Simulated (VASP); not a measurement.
# Sb in VASP: single point with PBE+D3(BJ)

Aim: the single point of Sb with PBE+D3(BJ).

Program: VASP 6.6.1. These are calculated values, not measurements. Logs are shortened: lines on timing, memory, paths and dates and some standing lists are left out, and cuts for length are marked.

### Step 1. The cell of the first run

The cell holds a sheet with vacuum, 2 atoms: a = 4.069 Å, b = 4.069 Å, c = 27.100 Å, α = 90.00°, β = 90.00°, γ = 120.00°.

### Step 2. Single point, PBE+D3(BJ)

INCAR reads:

```
ALGO = Normal
DIPOL = 0.5 0.5 0.289
EDIFF = 1E-6
ENCUT = 400
GGA = PE
GGA_COMPAT = F
IDIPOL = 3
ISIF = 2
ISMEAR = 0
IVDW = 12
LASPH = T
LCHARG = F
LDIPOL = T
LREAL = F
LWAVE = F
NBANDS = 12
NELM = 120
NELMDL = -8
PREC = Accurate
SIGMA = 0.03
```

KPOINTS reads:

```
k-points
0
Gamma
  12 12 1
```

POSCAR reads:

```
Sb
1.0
    4.0685005365      0.0000000000      0.0000000000
   -2.0342502682      3.5234248199      0.0000000000
    0.0000000000      0.0000000000     27.1000000030
Sb
2
Direct
    0.3333333333      0.6666666667      0.2583030261
    0.6666666667      0.3333333333      0.3191877488
```

Potentials or basis: VASP PAW PBE potentials, release 64 (Sb).

On the command line:

```console
cat potpaw_PBE.64/Sb/POTCAR > POTCAR
mpirun -np 1 vasp_std > vasp.out
```

OUTCAR:

```text
EDIFF = 1E-6
   ENCUT = 400
   GGA = PE
   ISIF = 2
   ISMEAR = 0
   IVDW = 12
   LASPH = T
   LREAL = F
   NELM = 120
   NELMDL = -8
   PREC = Accurate
 IVDW          = 12

 ion  position               nearest neighbor table
   1  0.333  0.667  0.258-   2 2.87   2 2.87   2 2.87
   2  0.667  0.333  0.319-   1 2.87   1 2.87   1 2.87

  LATTYP: Found a hexagonal cell.
 ALAT       =     4.0685005365
 C/A-ratio  =     6.6609306696

  Lattice vectors:

 A1 = (   4.0685005365,   0.0000000000,   0.0000000000)
 A2 = (  -2.0342502682,   3.5234248199,   0.0000000000)
 A3 = (   0.0000000000,   0.0000000000,  27.1000000030)

Analysis of symmetry for initial positions (statically):
=====================================================================
 Subroutine PRICEL returns:
 Original cell was already a primitive cell.

 Routine SETGRP: Setting up the symmetry group for a
 hexagonal supercell.

 Subroutine GETGRP returns: Found 12 space group operations
 (whereof  6 operations were pure point group operations)
 out of a pool of 24 trial point group operations.

The static configuration has the point symmetry C_3v.
 The point group associated with its full space group is D_3d.

Analysis of symmetry for dynamics (positions and initial velocities):
=====================================================================
 Subroutine PRICEL returns:
 Original cell was already a primitive cell.

 Routine SETGRP: Setting up the symmetry group for a
 hexagonal supercell.

 Subroutine GETGRP returns: Found 12 space group operations
 (whereof  6 operations were pure point group operations)
 out of a pool of 24 trial point group operations.

The dynamic configuration has the point symmetry C_3v.
 The point group associated with its full space group is D_3d.

 Subroutine INISYM returns: Found 12 space group operations
 (whereof  6 operations are pure point group operations),
 and found     1 'primitive' translations

----------------------------------------------------------------------------------------

                                     Primitive cell

  volume of cell :     388.4800

  direct lattice vectors                    reciprocal lattice vectors
     4.068500537  0.000000000  0.000000000     0.245790800  0.141907384  0.000000000
    -2.034250268  3.523424820  0.000000000     0.000000000  0.283814769  0.000000000
     0.000000000  0.000000000 27.100000003     0.000000000  0.000000000  0.036900369

  length of vectors
     4.068500537  4.068500536 27.100000003     0.283814769  0.283814769  0.036900369

  position of ions in fractional coordinates (direct lattice)
     0.333333333  0.666666667  0.258303026
     0.666666667  0.333333333  0.319187749

  ion indices of the primitive-cell ions
   primitive index   ion index
                 1           1
                 2           2

----------------------------------------------------------------------------------------

 KPOINTS: k-points

Automatic generation of k-mesh.
 Grid dimensions read from file:
 generate k-points for:   12   12    1

 Generating k-lattice:

  Cartesian coordinates                     Fractional coordinates (reciprocal lattice)
     0.020482567  0.011825615  0.000000000     0.083333333  0.000000000  0.000000000
     0.000000000  0.023651231  0.000000000     0.000000000  0.083333333  0.000000000
     0.000000000  0.000000000  0.036900369     0.000000000  0.000000000  1.000000000

  Length of vectors
     0.023651231  0.023651231  0.036900369

  Shift w.r.t. Gamma in fractional coordinates (k-lattice)
     0.000000000  0.000000000  0.000000000

 Subroutine IBZKPT returns following result:
 ===========================================

 Found     19 irreducible k-points:

 Following reciprocal coordinates:
            Coordinates               Weight
  0.000000  0.000000  0.000000      1.000000
  0.083333  0.000000  0.000000      6.000000
  0.166667  0.000000  0.000000      6.000000
  0.250000  0.000000  0.000000      6.000000
  0.333333  0.000000  0.000000      6.000000
  0.416667  0.000000  0.000000      6.000000
[... 11 lines left out ...]
  0.333333  0.250000  0.000000     12.000000
  0.333333  0.333333  0.000000      2.000000
   k-points           NKPTS =     19   k-points in BZ     NKDIM =     19   number of bands    NBANDS=     12
   number of dos      NEDOS =    301   number of ions     NIONS =      2
   total plane-waves  NPLWV = 141120
   dimension x,y,z NGX =    28 NGY =   28 NGZ =  180
   dimension x,y,z NGXF=    56 NGYF=   56 NGZF=  360
   ions per type =               2
   NGX,Y,Z   is equivalent  to a cutoff of  11.44, 11.44, 11.04 a.u.
   NGXF,Y,Z  is equivalent  to a cutoff of  22.88, 22.88, 22.08 a.u.
 SYSTEM =  unknown system
   PREC   = accura    normal or accurate (medium, high low for compatibility)
   ISTART =      0    job   : 0-new  1-cont  2-samecut
   ICHARG =      2    charge: 1-file 2-atom 10-const
   ISPIN  =      1    spin polarized calculation?
   LNONCOLLINEAR =      F non collinear calculations
   LSORBIT =      F    spin-orbit coupling
   LASPH  =      T    aspherical Exc in radial PAW
   ENCUT  =  400.0 eV  29.40 Ry    5.42 a.u.   6.63  6.63 44.19*2*pi/ulx,y,z
   NELM   =    120;   NELMIN=  2; NELMDL= -8     # of ELM steps
   EDIFF  = 0.1E-05   stopping-criterion for ELM
   LREAL  =      F    real-space projection
   EDIFFG = 0.1E-04   stopping-criterion for IOM
   NSW    =      0    number of steps for IOM
   IBRION =     -1    ionic relax: 0-MD 1-quasi-New 2-CG
   NFREE  =      0    steps in history (QN), initial steepest desc. (CG)
   ISIF   =      2    stress and relaxation
   ISYM   =      2    0-nonsym 1-usesym 2-fastsym
   POTIM  = 0.5000    time-step for ionic-motion
   TEBEG  =    0.0;   TEEND  =   0.0 temperature during run
   PSTRESS=    0.0 pullay stress
   NELECT =      10.0000    total number of electrons
   NUPDOWN=      -1.0000    fix difference up-down
   EMIN   =  10.00;   EMAX   =-10.00  energy-range for DOS
   EFERMI =   0.00;   METHOD = LEGACY
   ISMEAR =     0;   SIGMA  =   0.03  broadening in eV -4-tet -1-fermi 0-gaus
   EFERMI_NEDOS =   21; number of points for ismear=-14 and -15
   IALGO  =     38    algorithm
   IMIX   =      4    mixing-type and parameters
     AMIX     =   0.40;   BMIX     =  1.00
     AMIX_MAG =   1.60;   BMIX_MAG =  1.00
  volume/ion in A,a.u.               =     194.24      1310.80
  Fermi-wavevector in a.u.,A,eV,Ry     =   0.483376  0.913449  3.179036  0.233653
  Thomas-Fermi vector in A             =   1.482506
   LORBIT       =      0    0 simple, 1 ext, 2 COOP (PROOUT), +10 PAW based schemes
   GGA     = PE    functional components
   LHFCALC =     F    Hartree Fock is set to
   AEXX    =    0.0000 exact exchange contribution
   IVDW    =    12    specifies the selected vdW correction
   LEPSILON=     F    determine dielectric tensor
   LRPA    =     F    only Hartree local field effects (RPA)
 non-spin polarized calculation
 Gauss-broadening in eV      SIGMA  =   0.03
  energy-cutoff  :      400.00
  volume of cell :      388.48
 maximum number of plane-waves:      7125
 NGX is ok and might be reduce to    28
   NGX = 13   NGY = 13   NGZ = 89

 dipolmoment           0.000000      0.000000      0.000001 electrons x Angstroem

 number of electron      10.0000000 magnetization

 dipolmoment           0.000000      0.000000     -0.000000 electrons x Angstroem

 Free energy of the ion-electron system (eV)
  ---------------------------------------------------
  ext. energy  EPLUGINS =         0.00000000
  ---------------------------------------------------
  free energy    TOTEN  =        -8.10045045 eV

  energy without entropy =       -8.10045045  energy(sigma->0) =       -8.10045045

 E-fermi :  -2.8347     XC(G=0):  -2.0127

 val. band max:       -2.9640682472   @ k =   0.0000   0.0000   0.0000
 cond. band min:      -1.7763538821   @ k =   0.3333   0.0000   0.0000
 fundamental gap:      1.1877143650
 Fermi energy:        -2.8347499189

 k-point     1 :       0.0000    0.0000    0.0000
  band No.  band energies     occupation
      1     -14.4602      2.00000
      2      -9.3911      2.00000
      3      -3.7289      2.00000
      4      -2.9641      2.00000
      5      -2.9641      2.00000
      6      -1.3269      0.00000
      7      -0.1653      0.00000
      8      -0.1653      0.00000
      9       1.2221      0.00000
     10       1.4941      0.00000
     11       1.9360      0.00000
     12       2.2248      0.00000

 k-point     2 :       0.0833    0.0000    0.0000
  band No.  band energies     occupation
      1     -14.3839      2.00000
      2      -9.3821      2.00000
      3      -3.7190      2.00000
      4      -3.6915      2.00000
      5      -3.1430      2.00000
      6      -0.8446      0.00000
      7      -0.2474      0.00000
      8       0.0043      0.00000
      9       1.3295      0.00000
     10       1.5796      0.00000
     11       2.0192      0.00000
     12       2.3113      0.00000

 k-point     3 :       0.1667    0.0000    0.0000
  band No.  band energies     occupation
      1     -14.1573      2.00000
      2      -9.3897      2.00000
      3      -4.8404      2.00000
      4      -3.6130      2.00000
      5      -3.5379      2.00000
      6      -1.2128      0.00000
      7       0.3268      0.00000
      8       0.3602      0.00000
      9       1.5824      0.00000
     10       1.8347      0.00000
     11       2.2615      0.00000
     12       2.5577      0.00000
[... 211 lines left out ...]
 k-point    18 :       0.3333    0.2500    0.0000
  band No.  band energies     occupation
      1     -12.0621      2.00000
      2     -11.0638      2.00000
      3      -6.4706      2.00000
      4      -5.2441      2.00000
      5      -4.5267      2.00000
      6      -1.3991      0.00000
      7       0.1683      0.00000
      8       0.6911      0.00000
      9       3.2754      0.00000
     10       3.7966      0.00000
     11       4.0756      0.00000
     12       4.5155      0.00000

 k-point    19 :       0.3333    0.3333    0.0000
  band No.  band energies     occupation
      1     -11.5503      2.00000
      2     -11.5503      2.00000
      3      -6.6487      2.00000
      4      -4.8763      2.00000
      5      -4.8763      2.00000
      6      -1.6079      0.00000
      7       0.5577      0.00000
      8       0.5577      0.00000
      9       3.5643      0.00000
     10       4.3581      0.00000
     11       4.3581      0.00000
     12       4.8152      0.00000

------------------------ aborting loop because EDIFF is reached ----------------------------------------

 vacuum level on the upper side and lower side of the slab       (xc-potential included)        -0.007        -0.007

 Edisp (eV)   -0.47323

 E8    (eV) :    -0.2355

  FORCE on cell =-STRESS in cart. coord.  units (eV):
  Direction    XX          YY          ZZ          XY          YZ          ZX
  --------------------------------------------------------------------------------------
  -------------------------------------------------------------------------------------
  Total       0.02145     0.02145     0.14379     0.00000     0.00000    -0.00000
  in kB       0.08848     0.08848     0.59302     0.00000     0.00000    -0.00000
  external pressure =        0.26 kB  Pullay stress =        0.00 kB

 VOLUME and BASIS-vectors are now :
 -----------------------------------------------------------------------------
  energy-cutoff  :      400.00
  volume of cell :      388.48
      direct lattice vectors                 reciprocal lattice vectors
     4.068500537  0.000000000  0.000000000     0.245790800  0.141907384  0.000000000
    -2.034250268  3.523424820  0.000000000     0.000000000  0.283814769  0.000000000
     0.000000000  0.000000000 27.100000003     0.000000000  0.000000000  0.036900369

 POSITION                                       TOTAL-FORCE (eV/Angst)
 -----------------------------------------------------------------------------------
     -0.00000      2.34895      7.00001        -0.000000     -0.000000     -0.090767
      2.03425      1.17447      8.64999         0.000000      0.000000      0.090767
 -----------------------------------------------------------------------------------
    total drift:                                0.000000     -0.000000     -0.000003

  FREE ENERGIE OF THE ION-ELECTRON SYSTEM (eV)
  ---------------------------------------------------
  free  energy   TOTEN  =        -8.5736823943 eV

  energy  without entropy=       -8.5736823943  energy(sigma->0) =       -8.57368239

 vacuum level on the upper side and lower side of the slab         1.763         1.763
```

Run time: 2.4 min. Hardware: 1 thread of Intel Xeon Platinum 8259CL at 2.50GHz (Skylake/Cascade Lake), shared host; peak memory 0.35 GiB.

What came out:

```
Free energy                : -8.5737 eV
Largest force              : 0.091 eV/Å
Band gap on the k mesh     : 1.19 eV, indirect (least direct gap 1.64 eV)
Dispersion energy per atom : -0.237 eV
```

Forces in eV/Å, atoms in the order of the input:
```
Sb   0.000  0.000 -0.091
Sb   0.000  0.000  0.091
```

Caveat: spin-orbit coupling is left out, which moves the levels of the heavy elements.
